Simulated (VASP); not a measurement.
# BP (F-43m) in VASP: notebook

BP is run at these levels: PBEsol; tasks: relaxation of cell and atoms, single point.

Everything below comes from runs of VASP 6.6.1. Logs are shortened: lines on timing, memory, paths and dates and some standing lists are left out, and cuts for length are marked.

## (1) The cell of the first run

Symmetry: F-43m, No. 216, cubic system. Conventional cell: a = 4.520 Å, b = 4.520 Å, c = 4.520 Å, α = 90.00°, β = 90.00°, γ = 90.00°. Within 2.6 Å of B (site symmetry -43m) lie 4 P at 1.96 Å. Within 2.6 Å of P (site symmetry -43m) lie 4 B at 1.96 Å.

## (2) Relaxation of cell and atoms, PBEsol, target pressure 16 GPa, at which the enthalpy is minimised

Contents of INCAR:

```
ALGO = Normal
EDIFF = 1E-7
EDIFFG = -0.001
ENCUT = 500
GGA = PS
GGA_COMPAT = F
IBRION = 2
ISIF = 3
ISMEAR = 0
LASPH = T
LCHARG = F
LREAL = F
LWAVE = F
NELM = 120
NELMIN = 4
NSW = 80
PREC = Accurate
PSTRESS = 160.0
SIGMA = 0.01
```

Contents of KPOINTS:

```
k-points
0
Gamma
  10 10 10
```

Contents of POSCAR:

```
BP
1.0
    0.0000000000      2.2600863866      2.2600863866
    2.2600863866      0.0000000000      2.2600863866
    2.2600863866      2.2600863866      0.0000000000
B P
1 1
Direct
    0.0000000000      0.0000000000      0.0000000000
    0.7500000000      0.7500000000      0.7500000000
```

Potentials or basis: VASP PAW PBE potentials, release 64 (B, P).

Run with:

```sh
> cat potpaw_PBE.64/B/POTCAR potpaw_PBE.64/P/POTCAR > POTCAR
> mpirun -np 1 vasp_std > vasp.out
```

OUTCAR:

```text
EDIFF = 1E-7
   EDIFFG = -0.001
   ENCUT = 500
   GGA = PS
   IBRION = 2
   ISIF = 3
   ISMEAR = 0
   LASPH = T
   LREAL = F
   NELM = 120
   NELMIN = 4
   NSW = 80
   PREC = Accurate
   PSTRESS = 160.0

 ion  position               nearest neighbor table
   1  0.000  0.000  0.000-   2 1.96   2 1.96   2 1.96   2 1.96
   2  0.750  0.750  0.750-   1 1.96   1 1.96   1 1.96   1 1.96

  LATTYP: Found a face centered cubic cell.
 ALAT       =     4.5201727732

  Lattice vectors:

 A1 = (   0.0000000000,   2.2600863866,   2.2600863866)
 A2 = (   2.2600863866,   0.0000000000,   2.2600863866)
 A3 = (   2.2600863866,   2.2600863866,   0.0000000000)

Analysis of symmetry for initial positions (statically):
=====================================================================
 Subroutine PRICEL returns:
 Original cell was already a primitive cell.

 Routine SETGRP: Setting up the symmetry group for a
 face centered cubic supercell.

 Subroutine GETGRP returns: Found 24 space group operations
 (whereof 24 operations were pure point group operations)
 out of a pool of 48 trial point group operations.

The static configuration has the point symmetry T_d .

Analysis of symmetry for dynamics (positions and initial velocities):
=====================================================================
 Subroutine PRICEL returns:
 Original cell was already a primitive cell.

 Routine SETGRP: Setting up the symmetry group for a
 face centered cubic supercell.

 Subroutine GETGRP returns: Found 24 space group operations
 (whereof 24 operations were pure point group operations)
 out of a pool of 48 trial point group operations.

The dynamic configuration has the point symmetry T_d .

 Subroutine INISYM returns: Found 24 space group operations
 (whereof 24 operations are pure point group operations),
 and found     1 'primitive' translations

----------------------------------------------------------------------------------------

                                     Primitive cell

  volume of cell :      23.0890

  direct lattice vectors                    reciprocal lattice vectors
     0.000000000  2.260086387  2.260086387    -0.221230482  0.221230482  0.221230482
     2.260086387  0.000000000  2.260086387     0.221230482 -0.221230482  0.221230482
     2.260086387  2.260086387  0.000000000     0.221230482  0.221230482 -0.221230482

  length of vectors
     3.196244820  3.196244820  3.196244820     0.383182434  0.383182434  0.383182434

  position of ions in fractional coordinates (direct lattice)
     0.000000000  0.000000000  0.000000000
     0.750000000  0.750000000  0.750000000

  ion indices of the primitive-cell ions
   primitive index   ion index
                 1           1
                 2           2

----------------------------------------------------------------------------------------

 KPOINTS: k-points

Automatic generation of k-mesh.
 Grid dimensions read from file:
 generate k-points for:   10   10   10

 Generating k-lattice:

  Cartesian coordinates                     Fractional coordinates (reciprocal lattice)
    -0.022123048  0.022123048  0.022123048     0.100000000  0.000000000  0.000000000
     0.022123048 -0.022123048  0.022123048     0.000000000  0.100000000  0.000000000
     0.022123048  0.022123048 -0.022123048     0.000000000  0.000000000  0.100000000

  Length of vectors
     0.038318243  0.038318243  0.038318243

  Shift w.r.t. Gamma in fractional coordinates (k-lattice)
     0.000000000  0.000000000  0.000000000

 Subroutine IBZKPT returns following result:
 ===========================================

 Found     47 irreducible k-points:

 Following reciprocal coordinates:
            Coordinates               Weight
  0.000000  0.000000  0.000000      1.000000
  0.100000  0.000000  0.000000      8.000000
  0.200000  0.000000  0.000000      8.000000
  0.300000  0.000000  0.000000      8.000000
  0.400000  0.000000  0.000000      8.000000
  0.500000  0.000000  0.000000      4.000000
[... 16 lines left out ...]
  0.300000  0.300000  0.000000      6.000000
  0.400000  0.300000  0.000000     24.000000
 [... further k-points ...]
   k-points           NKPTS =     47   k-points in BZ     NKDIM =     47   number of bands    NBANDS=      8
   number of dos      NEDOS =    301   number of ions     NIONS =      2
   total plane-waves  NPLWV =  13824
   dimension x,y,z NGX =    24 NGY =   24 NGZ =   24
   dimension x,y,z NGXF=    48 NGYF=   48 NGZF=   48
   ions per type =               1   1
   NGX,Y,Z   is equivalent  to a cutoff of  12.48, 12.48, 12.48 a.u.
   NGXF,Y,Z  is equivalent  to a cutoff of  24.97, 24.97, 24.97 a.u.
 SYSTEM =  unknown system
   PREC   = accura    normal or accurate (medium, high low for compatibility)
   ISTART =      0    job   : 0-new  1-cont  2-samecut
   ICHARG =      2    charge: 1-file 2-atom 10-const
   ISPIN  =      1    spin polarized calculation?
   LNONCOLLINEAR =      F non collinear calculations
   LSORBIT =      F    spin-orbit coupling
   LASPH  =      T    aspherical Exc in radial PAW
   ENCUT  =  500.0 eV  36.75 Ry    6.06 a.u.   5.83  5.83  5.83*2*pi/ulx,y,z
   NELM   =    120;   NELMIN=  4; NELMDL= -5     # of ELM steps
   EDIFF  = 0.1E-06   stopping-criterion for ELM
   LREAL  =      F    real-space projection
   EDIFFG = -.1E-02   stopping-criterion for IOM
   NSW    =     80    number of steps for IOM
   IBRION =      2    ionic relax: 0-MD 1-quasi-New 2-CG
   NFREE  =      1    steps in history (QN), initial steepest desc. (CG)
   ISIF   =      3    stress and relaxation
   ISYM   =      2    0-nonsym 1-usesym 2-fastsym
   POTIM  = 0.5000    time-step for ionic-motion
   TEBEG  =    0.0;   TEEND  =   0.0 temperature during run
   PSTRESS=  160.0 pullay stress
   NELECT =       8.0000    total number of electrons
   NUPDOWN=      -1.0000    fix difference up-down
   EMIN   =  10.00;   EMAX   =-10.00  energy-range for DOS
   EFERMI =   0.00;   METHOD = LEGACY
   ISMEAR =     0;   SIGMA  =   0.01  broadening in eV -4-tet -1-fermi 0-gaus
   EFERMI_NEDOS =   21; number of points for ismear=-14 and -15
   IALGO  =     38    algorithm
   IMIX   =      4    mixing-type and parameters
     AMIX     =   0.40;   BMIX     =  1.00
     AMIX_MAG =   1.60;   BMIX_MAG =  1.00
  volume/ion in A,a.u.               =      11.54        77.91
  Fermi-wavevector in a.u.,A,eV,Ry     =   1.149837  2.172878 17.988619  1.322126
  Thomas-Fermi vector in A             =   2.286505
   LORBIT       =      0    0 simple, 1 ext, 2 COOP (PROOUT), +10 PAW based schemes
   GGA     = PS    functional components
   LHFCALC =     F    Hartree Fock is set to
   AEXX    =    0.0000 exact exchange contribution
   IVDW    =     0    specifies the selected vdW correction
   LEPSILON=     F    determine dielectric tensor
   LRPA    =     F    only Hartree local field effects (RPA)
 conjugate gradient relaxation of ions
 non-spin polarized calculation
 Gauss-broadening in eV      SIGMA  =   0.01
  energy-cutoff  :      500.00
  volume of cell :       23.09
 maximum number of plane-waves:       600
   NGX = 11   NGY = 11   NGZ = 11

--------------------------------------- Ionic step        1  -------------------------------------------

 number of electron       8.0000001 magnetization

 Free energy of the ion-electron system (eV)
  ---------------------------------------------------
  ext. energy  EPLUGINS =         0.00000000
  ---------------------------------------------------
  free energy    TOTEN  =       -13.67328804 eV

  energy without entropy =      -13.67328804  energy(sigma->0) =      -13.67328804

------------------------ aborting loop because EDIFF is reached ----------------------------------------

  FORCE on cell =-STRESS in cart. coord.  units (eV):
  Direction    XX          YY          ZZ          XY          YZ          ZX
  --------------------------------------------------------------------------------------
  -------------------------------------------------------------------------------------
  Total        0.0159091      0.0159091      0.0159091     -0.0000000      0.0000000     -0.0000000
  in kB        1.1039555      1.1039555      1.1039555     -0.0000000      0.0000000     -0.0000000
  external PRESSURE =    -158.8960445 kB  Pullay stress =     160.0000000 kB

 VOLUME and BASIS-vectors are now :
 -----------------------------------------------------------------------------
  energy-cutoff  :      500.00
  volume of cell :       23.09
      direct lattice vectors                 reciprocal lattice vectors
     0.000000000  2.260086387  2.260086387    -0.221230482  0.221230482  0.221230482
     2.260086387  0.000000000  2.260086387     0.221230482 -0.221230482  0.221230482
     2.260086387  2.260086387  0.000000000     0.221230482  0.221230482 -0.221230482
[... 160 lines left out ...]
  FREE ENERGIE OF THE ION-ELECTRON SYSTEM (eV)
  ---------------------------------------------------
  free  energy   TOTEN  =       -13.5890724304 eV

  energy  without entropy=      -13.5890724304  energy(sigma->0) =      -13.58907243

  enthalpy is  TOTEN    =       -11.4617509269 eV   P V=        2.1273215036

--------------------------------------- Ionic step        6  -------------------------------------------

 number of electron       8.0000000 magnetization

 Free energy of the ion-electron system (eV)
  ---------------------------------------------------
  ext. energy  EPLUGINS =         0.00000000
  ---------------------------------------------------
  free energy    TOTEN  =       -13.58885144 eV

  energy without entropy =      -13.58885144  energy(sigma->0) =      -13.58885144

 E-fermi :   8.5747     XC(G=0): -11.4390

 val. band max:        8.5325951097   @ k =   0.0000   0.0000   0.0000
 cond. band min:       9.5409120626   @ k =   0.4000   0.4000   0.0000
 fundamental gap:      1.0083169529
 Fermi energy:         8.5746707310

 k-point     1 :       0.0000    0.0000    0.0000
  band No.  band energies     occupation
      1      -7.8136      2.00000
      2       8.5326      2.00000
      3       8.5326      2.00000
      4       8.5326      2.00000
      5      12.0449      0.00000
      6      12.0449      0.00000
      7      12.0449      0.00000
      8      17.3108      0.00000

 k-point     2 :       0.1000    0.0000    0.0000
  band No.  band energies     occupation
      1      -7.6189      2.00000
      2       7.1492      2.00000
      3       8.2107      2.00000
      4       8.2107      2.00000
      5      12.4901      0.00000
      6      12.4901      0.00000
      7      12.5692      0.00000
      8      17.7211      0.00000
[... 221 lines left out ...]
 k-point    23 :       0.3000    0.3000    0.0000
  band No.  band energies     occupation
      1      -5.5213      2.00000
      2       3.6134      2.00000
      3       5.0131      2.00000
      4       5.0131      2.00000
      5       9.8966      0.00000
      6      12.2510      0.00000
      7      17.9726      0.00000
      8      17.9726      0.00000

 k-point    24 :       0.4000    0.3000    0.0000
  band No.  band energies     occupation
      1      -4.6162      2.00000
      2       2.1679      2.00000
      3       4.0946      2.00000
      4       4.6972      2.00000
      5      10.1749      0.00000
      6      11.9991      0.00000
      7      18.5881      0.00000
      8      18.6850      0.00000

 [... further k-points ...]
[... 5 lines left out ...]
  --------------------------------------------------------------------------------------
  -------------------------------------------------------------------------------------
  Total        2.1273622      2.1273622      2.1273622      0.0000000     -0.0000000     -0.0000000
  in kB      160.0196944    160.0196944    160.0196944      0.0000000     -0.0000000     -0.0000000
  external PRESSURE =       0.0196944 kB  Pullay stress =     160.0000000 kB

 VOLUME and BASIS-vectors are now :
 -----------------------------------------------------------------------------
  energy-cutoff  :      500.00
  volume of cell :       21.30
      direct lattice vectors                 reciprocal lattice vectors
    -0.000000000  2.200136011  2.200136011    -0.227258677  0.227258677  0.227258677
     2.200136011  0.000000000  2.200136011     0.227258677 -0.227258677  0.227258677
     2.200136011  2.200136011 -0.000000000     0.227258677  0.227258677 -0.227258677

 POSITION                                       TOTAL-FORCE (eV/Angst)
 -----------------------------------------------------------------------------------
     -0.00000      0.00000      0.00000         0.000000     -0.000000      0.000000
      3.30020      3.30020      3.30020        -0.000000      0.000000     -0.000000
 -----------------------------------------------------------------------------------
    total drift:                               -0.000000     -0.000000     -0.000000

  FREE ENERGIE OF THE ION-ELECTRON SYSTEM (eV)
  ---------------------------------------------------
  free  energy   TOTEN  =       -13.5888514361 eV

  energy  without entropy=      -13.5888514361  energy(sigma->0) =      -13.58885144

  enthalpy is  TOTEN    =       -11.4617510617 eV   P V=        2.1271003744

 reached required accuracy - stopping structural energy minimisation
```

Wall time 16 s (1 thread of AMD EPYC 9R45 (Zen 5), shared host); peak memory 0.1 GiB.

What came out:

```yaml
Free_energy: -13.5889 eV
Relaxed_volume: 10.65 Å³/atom
Relaxed_cell: a = 3.111 Å, b = 3.111 Å, c = 3.111 Å, α = 60.00°, β = 60.00°, γ = 60.00°
Space_group_after_relaxing_to_0.05_Å: F-43m (No. 216)
Energy_change_on_relaxing_the_enthalpy_is_what_falls: +42.2 meV/atom
Ionic_steps: 6
Pressure_after_relaxing: 16.0 GPa
Band_gap_on_the_k_mesh: 1.01 eV, indirect (least direct gap 3.51 eV)
```

The path:
```
step  energy change (eV)  largest force (eV/Å)  pressure (GPa)  volume (Å³)
   1              0.0000                0.0000            0.11        23.09
   2              0.3939                0.0000           39.74        19.47
   3              0.0814                0.0000           15.67        21.33
   4              0.0848                0.0000           16.03        21.30
   5              0.0842                0.0000           15.98        21.30
   6              0.0844                0.0000           16.00        21.30
```

Final structure:
```
CELL_PARAMETERS angstrom
0.00000 2.20014 2.20014
2.20014 0.00000 2.20014
2.20014 2.20014 0.00000
ATOMIC_POSITIONS crystal
B 0.00000 0.00000 0.00000
P 0.75000 0.75000 0.75000
```

Levels at points of the mesh, in eV from the valence-band top:
```
           k point  band 2  band 3  band 4  band 5  band 6  band 7
(0.00, 0.00, 0.00)    0.00    0.00    0.00    3.51    3.51    3.51
(0.50, 0.00, 0.00)   -9.78   -1.88   -1.88    4.30    4.71    4.71
(0.50, 0.50, 0.00)   -9.09   -4.48   -4.48    1.04    1.44   12.98
```

Caveat: the cell is relaxed towards a set pressure, so the enthalpy falls and the energy may rise; the PAW data sets were made with another functional, which shifts forces and pressure a little.

[end of part 1 of 2]
